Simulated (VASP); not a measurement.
Set up this calculation in VASP 6.6.1, as the native input.

* Task: single point
* Functional: PBE
* Potentials or basis: VASP PAW PBE potentials, release 64 (Si)
* Cutoff: 520 eV
* k mesh: 8 × 8 × 8
* Occupations: methfessel-paxton, width 0.42 eV
* Spin: no spin polarisation
* Dipole correction: no
* Further INCAR settings: ALGO = Normal; EDIFF = 1e-06; NBANDS = 11

The structure of Si lies in POSCAR:

```
Si
1.0
    0.0000000000      2.7218511865      2.7218511865
    2.7218511865      0.0000000000      2.7218511865
    2.7218511865      2.7218511865      0.0000000000
Si
2
Direct
    0.2500000000      0.2500000000      0.2500000000
    0.0000000000      0.0000000000      0.0000000000
```

These files were run (other wordings do the same):

INCAR

```
SYSTEM = Si
PREC     = Accurate       ! precision mode
ENCUT    = 520            ! plane-wave cutoff, eV
EDIFF    = 1E-6           ! SCF threshold, eV
ISMEAR   = 1              ! smearing method
SIGMA    = 0.42           ! smearing width, eV
LREAL    = .False.        ! projectors in reciprocal space
LASPH    = .True.         ! aspherical terms in the spheres
NELM     = 80             ! most SCF steps
ALGO     = Normal         ! electronic algorithm
ISIF     = 2              ! what is computed and relaxed
LWAVE    = .False.        ! write WAVECAR
LCHARG   = .False.        ! write CHGCAR
GGA      = PE             ! functional
NBANDS   = 11             ! bands
```

KPOINTS

```
Automatic mesh
0
Gamma
  8 8 8
  0 0 0
```

Potentials or basis: VASP PAW PBE potentials, release 64 (Si).

Launch:

```console
$ cat potpaw_PBE.64/Si/POTCAR > POTCAR
$ mpirun -np 1 vasp_std > vasp.out
```

Results of the run:

```yaml
Pressure: 1.3 GPa
Band_gap_on_the_k_mesh: 0.63 eV (least direct gap 2.56 eV)
```

Caveat: so wide a smearing shifts energies and pressures; semilocal functionals underestimate gaps, and a narrow one can read as zero.

It took 14 s on 1 thread of AMD EPYC 7R13, on a shared host, peak memory 0.13 GiB.
